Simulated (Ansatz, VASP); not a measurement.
## SrTiO3 in VASP and in Ansatz

```
Sr Ti O
1.0
     3.94713    0.00000    0.00000
     0.00000    3.94713    0.00000
     0.35524    0.00000    3.94713
Sr Ti O
1 1 3
Direct
  0.00000 0.00000 0.00000
  0.50000 0.50000 0.50000
  0.50000 0.00000 0.50000
  0.50000 0.50000 0.00000
  0.00000 0.50000 0.50000
```

Change from the starting cell: shear of c along a, cell held, atoms relaxed: +9.0 %.

Alike in both runs: task single point; functional PBE; k mesh 8 × 8 × 8; occupations gaussian, width 0.02 eV; no spin polarisation; Hubbard terms Ti d U = 4.0 eV.

|  | VASP | Ansatz |
| --- | --- | --- |
| version | VASP 6.6.1 | Ansatz 0.2.0 |
| potentials or method | VASP PAW PBE potentials, release 64 (Sr_sv, Ti_sv, O), cutoff 520 eV | scalar-relativistic, plane waves, PAW |
| valence electrons in the cell | 40 | 40 |

VASP gave:

| Item | Value |
| --- | --- |
| gap on the k mesh at the Fermi level (eV) | 1.99 |
| least direct gap on the mesh (eV) | 2.22 |
| pressure (GPa) | 3.0 |
| traceless stress, the component that is largest in VASP (GPa) | -9.97 |

Estimate Ansatz's values.

gap on the k mesh at the Fermi level (eV): 2.01; least direct gap on the mesh (eV): 2.23; pressure (GPa): 0.3; traceless stress, the component that is largest in VASP (GPa): -10.01.

The programs project onto different local orbitals, so the same U acts differently, and such runs can settle in different states.
